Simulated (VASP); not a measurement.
# TiO2 (I4/mmm) in VASP: a series of runs

The runs below take TiO2 through single point, with PBE, r2SCAN.

All numbers are computed with VASP 6.6.1; they aren't measurements. Logs are shortened: lines on timing, memory, paths and dates and some standing lists are left out, and cuts for length are marked.

## 1. The cell of the first run

Symmetry: I4/mmm, No. 139, tetragonal system. The conventional cell has a = 3.390 Å, b = 3.390 Å, c = 4.709 Å, α = 90.00°, β = 90.00°, γ = 90.00°. Within 2.7 Å of Ti (site symmetry 4/mmm) lie 8 O at 2.06 Å. Within 2.7 Å of O (site symmetry -4m2) lie 4 Ti at 2.06 Å and 6 O at 2.35 to 2.40 Å.

## 2. Single point, PBE (uniaxial x strain -1.8%)

Input file INCAR:

```
ALGO = Normal ; EDIFF = 1E-6
ENCUT = 520 ; GGA = PE
ISIF = 2 ; ISMEAR = -1
LASPH = True ; LCHARG = False
LREAL = False ; LWAVE = False
NBANDS = 19 ; NELM = 80
PREC = Accurate ; SIGMA = 0.02
```

Input file KPOINTS:

```
k-points
0
Gamma
  10 10 10
```

Input file POSCAR:

```
TiO2
1.0
    0.0000000000      2.3968272579      2.3968272579
    2.3544034154      0.0000000000      2.3968272579
    2.3544034154      2.3968272579      0.0000000000
Ti O
1 2
Direct
    0.0000000000      0.0000000000      0.0000000000
    0.2500000000      0.2500000000      0.2500000000
    0.7500000000      0.7500000000      0.7500000000
```

Potentials or basis: VASP PAW PBE potentials, release 64 (Ti_sv, O).

On the command line:

```
$ cat potpaw_PBE.64/Ti_sv/POTCAR potpaw_PBE.64/O/POTCAR > POTCAR
$ mpirun -np 1 vasp_std > vasp.out
```

OUTCAR:

```text
EDIFF = 1E-6
   ENCUT = 520
   GGA = PE
   ISIF = 2
   ISMEAR = -1
   LASPH = True
   LREAL = False
   NELM = 80
   PREC = Accurate

 ion  position               nearest neighbor table
   1  0.000  0.000  0.000-   3 2.06   3 2.06   3 2.06   2 2.06   3 2.06   2 2.06   2 2.06   2 2.06

   2  0.250  0.250  0.250-   1 2.06   1 2.06   1 2.06   1 2.06
   3  0.750  0.750  0.750-   1 2.06   1 2.06   1 2.06   1 2.06

  LATTYP: Found a body centered tetragonal cell.
 ALAT       =     3.3896256148
 C/A-ratio  =     1.3891819823

  Lattice vectors:

 A1 = (  -2.3544034154,   0.0000000000,  -2.3968272579)
 A2 = (  -2.3544034154,   0.0000000000,   2.3968272579)
 A3 = (   2.3544034154,   2.3968272579,   0.0000000000)

Analysis of symmetry for initial positions (statically):
=====================================================================
 Subroutine PRICEL returns:
 Original cell was already a primitive cell.

 Routine SETGRP: Setting up the symmetry group for a
 body centered tetragonal supercell.

 Subroutine GETGRP returns: Found 16 space group operations
 (whereof 16 operations were pure point group operations)
 out of a pool of 16 trial point group operations.

The static configuration has the point symmetry D_4h.

Analysis of symmetry for dynamics (positions and initial velocities):
=====================================================================
 Subroutine PRICEL returns:
 Original cell was already a primitive cell.

 Routine SETGRP: Setting up the symmetry group for a
 body centered tetragonal supercell.

 Subroutine GETGRP returns: Found 16 space group operations
 (whereof 16 operations were pure point group operations)
 out of a pool of 16 trial point group operations.

The dynamic configuration has the point symmetry D_4h.

 Subroutine INISYM returns: Found 16 space group operations
 (whereof 16 operations are pure point group operations),
 and found     1 'primitive' translations

----------------------------------------------------------------------------------------

                                     Primitive cell

  volume of cell :      27.0511

  direct lattice vectors                    reciprocal lattice vectors
     0.000000000  2.396827258  2.396827258    -0.212368024  0.208609110  0.208609110
[... 85 lines left out ...]
   LASPH  =      T    aspherical Exc in radial PAW
   ENCUT  =  520.0 eV  38.22 Ry    6.18 a.u.   6.30  6.25  6.25*2*pi/ulx,y,z
   NELM   =     80;   NELMIN=  2; NELMDL= -5     # of ELM steps
   EDIFF  = 0.1E-05   stopping-criterion for ELM
   LREAL  =      F    real-space projection
   EDIFFG = 0.1E-04   stopping-criterion for IOM
   NSW    =      0    number of steps for IOM
   IBRION =     -1    ionic relax: 0-MD 1-quasi-New 2-CG
   NFREE  =      0    steps in history (QN), initial steepest desc. (CG)
   ISIF   =      2    stress and relaxation
   ISYM   =      2    0-nonsym 1-usesym 2-fastsym
   POTIM  = 0.5000    time-step for ionic-motion
   TEBEG  =    0.0;   TEEND  =   0.0 temperature during run
   PSTRESS=    0.0 pullay stress
   NELECT =      24.0000    total number of electrons
   NUPDOWN=      -1.0000    fix difference up-down
   EMIN   =  10.00;   EMAX   =-10.00  energy-range for DOS
   EFERMI =   0.00;   METHOD = LEGACY
   ISMEAR =    -1;   SIGMA  =   0.02  broadening in eV -4-tet -1-fermi 0-gaus
   EFERMI_NEDOS =   21; number of points for ismear=-14 and -15
   IALGO  =     38    algorithm
   IMIX   =      4    mixing-type and parameters
     AMIX     =   0.40;   BMIX     =  1.00
     AMIX_MAG =   1.60;   BMIX_MAG =  1.00
  volume/ion in A,a.u.               =       9.02        60.85
  Fermi-wavevector in a.u.,A,eV,Ry     =   1.573079  2.972688 33.668661  2.474577
  Thomas-Fermi vector in A             =   2.674417
   LORBIT       =      0    0 simple, 1 ext, 2 COOP (PROOUT), +10 PAW based schemes
   GGA     = PE    functional components
   LHFCALC =     F    Hartree Fock is set to
   AEXX    =    0.0000 exact exchange contribution
   IVDW    =     0    specifies the selected vdW correction
   LEPSILON=     F    determine dielectric tensor
   LRPA    =     F    only Hartree local field effects (RPA)
 non-spin polarized calculation
  energy-cutoff  :      520.00
  volume of cell :       27.05
 maximum number of plane-waves:       740
 NGX is ok and might be reduce to    28
   NGX = 13   NGY = 13   NGZ = 13

 number of electron      23.9999997 magnetization

 Free energy of the ion-electron system (eV)
  ---------------------------------------------------
  ext. energy  EPLUGINS =         0.00000000
  ---------------------------------------------------
  free energy    TOTEN  =       -25.97811857 eV

  energy without entropy =      -25.97811857  energy(sigma->0) =      -25.97811857

 E-fermi :   8.1382     XC(G=0): -12.3438

 val. band max:        7.7730904073   @ k =   0.0000   0.5000   0.5000
 cond. band min:       8.7246458268   @ k =   0.0000   0.0000   0.0000
 fundamental gap:      0.9515554195
 Fermi energy:         8.1381913042

 k-point     1 :       0.0000    0.0000    0.0000
  band No.  band energies     occupation
      1     -50.0916      2.00000
      2     -26.1803      2.00000
      3     -26.1781      2.00000
      4     -26.1781      2.00000
      5     -12.2265      2.00000
      6      -8.2777      2.00000
[... 505 lines left out ...]
      6      -9.6156      2.00000
[... 11 lines left out ...]
     18      18.3474      0.00000
     19      22.1412      0.00000

 [... further k-points ...]

------------------------ aborting loop because EDIFF is reached ----------------------------------------

  FORCE on cell =-STRESS in cart. coord.  units (eV):
  Direction    XX          YY          ZZ          XY          YZ          ZX
  --------------------------------------------------------------------------------------
  -------------------------------------------------------------------------------------
  Total        3.1246737      1.4576368      1.4576368      0.0000000      0.0000000      0.0000000
  in kB      185.0678226     86.3327469     86.3327469      0.0000000      0.0000000      0.0000000
  external PRESSURE =     119.2444388 kB  Pullay stress =       0.0000000 kB

 VOLUME and BASIS-vectors are now :
 -----------------------------------------------------------------------------
  energy-cutoff  :      520.00
  volume of cell :       27.05
      direct lattice vectors                 reciprocal lattice vectors
     0.000000000  2.396827258  2.396827258    -0.212368024  0.208609110  0.208609110
     2.354403415  0.000000000  2.396827258     0.212368024 -0.208609110  0.208609110
     2.354403415  2.396827258  0.000000000     0.212368024  0.208609110 -0.208609110

 POSITION                                       TOTAL-FORCE (eV/Angst)
 -----------------------------------------------------------------------------------
      0.00000      0.00000      0.00000         0.000000     -0.000000      0.000000
      1.17720      1.19841      1.19841         0.000000      0.000000      0.000000
      3.53161      3.59524      3.59524         0.000000     -0.000000     -0.000000
 -----------------------------------------------------------------------------------
    total drift:                                0.000000     -0.000000      0.000000

  FREE ENERGIE OF THE ION-ELECTRON SYSTEM (eV)
  ---------------------------------------------------
  free  energy   TOTEN  =       -25.9781185733 eV

  energy  without entropy=      -25.9781185733  energy(sigma->0) =      -25.97811857
```

Wall time 62 s (1 thread of Intel Xeon Platinum 8259CL at 2.50GHz (Skylake/Cascade Lake), shared host); peak memory 0.19 GiB.

Results:

```yaml
Free_energy: -25.9781 eV
Pressure: 11.9 GPa
Band_gap_on_the_k_mesh: 0.95 eV, indirect (least direct gap 1.73 eV)
```

Caveat: the cell differs from its parent crystal (uniaxial x strain -1.8%). A k mesh can miss the band edges.

## 3. Single point, r2SCAN (uniaxial x strain -1.8%)

POSCAR is that of step 2.

Input file INCAR.step1:

```
SYSTEM = TiO2
PREC = Accurate ; ENCUT = 520
ISMEAR = 0 ; SIGMA = 0.01
LREAL = .False. ; LASPH = .True.
NELM = 80 ; NBANDS = 19
GGA = PE ; ALGO = Normal
EDIFF = 1E-4 ; LWAVE = .True.
LCHARG = .False.
```

Input file INCAR.step2:

```
SYSTEM = TiO2
PREC = Accurate ; ENCUT = 520
EDIFF = 1E-6 ; ISMEAR = 0
SIGMA = 0.01 ; LREAL = .False.
LASPH = .True. ; NELM = 80
ALGO = Normal ; ISIF = 2
LWAVE = .False. ; LCHARG = .False.
METAGGA = R2SCAN ; LMIXTAU = .True.
NBANDS = 19 ; ISTART = 1
```

Input file KPOINTS:

```
Automatic mesh
0
Gamma
  10 10 10
  0 0 0
```

Potentials or basis: VASP PAW PBE potentials, release 64 (Ti_sv, O).

On the command line:

```
$ cat potpaw_PBE.64/Ti_sv/POTCAR potpaw_PBE.64/O/POTCAR > POTCAR
$ cp INCAR.step1 INCAR
$ mpirun -np 1 vasp_std > vasp.out
$ cp INCAR.step2 INCAR
$ mpirun -np 1 vasp_std > vasp.out
```

It took 3.6 min on 1 thread of Intel Xeon Platinum 8259CL at 2.50GHz (Skylake/Cascade Lake), shared host; peak memory 0.2 GiB.

Results (log left out):

| Property | Result |
| --- | --- |
| Free energy | -34.0766 eV |
| Pressure | 6.8 GPa |
| Band gap on the k mesh | 1.37 eV, indirect (least direct gap 2.15 eV) |

Stress tensor (GPa, compression positive):
```
13.90  0.00  0.00
 0.00  3.28  0.00
 0.00  0.00  3.28
```

Levels at points of the mesh, in eV from the valence-band top:
| k point | band 8 | band 9 | band 10 | band 11 | band 12 | band 13 | band 14 | band 15 | band 16 | band 17 |
| --- | --- | --- | --- | --- | --- | --- | --- | --- | --- | --- |
| (0.00, 0.00, 0.00) | -6.44 | -6.44 | -1.17 | -1.17 | -0.87 | 1.37 | 1.46 | 5.66 | 5.73 | 5.73 |
| (0.50, 0.00, 0.00) | -5.26 | -3.69 | -3.53 | -2.83 | -2.79 | 1.72 | 1.76 | 3.11 | 5.30 | 5.31 |
| (0.50, 0.50, 0.00) | -5.06 | -4.91 | -2.48 | -2.15 | -0.22 | 2.05 | 2.22 | 3.11 | 4.38 | 4.47 |
| (0.00, 0.50, 0.50) | -5.02 | -5.02 | -2.39 | -2.39 | 0.00 | 2.15 | 2.16 | 3.22 | 4.47 | 4.47 |

Caveat: the cell differs from its parent crystal (uniaxial x strain -1.8%); the PAW data sets were made with another functional, which shifts forces and pressure a little.
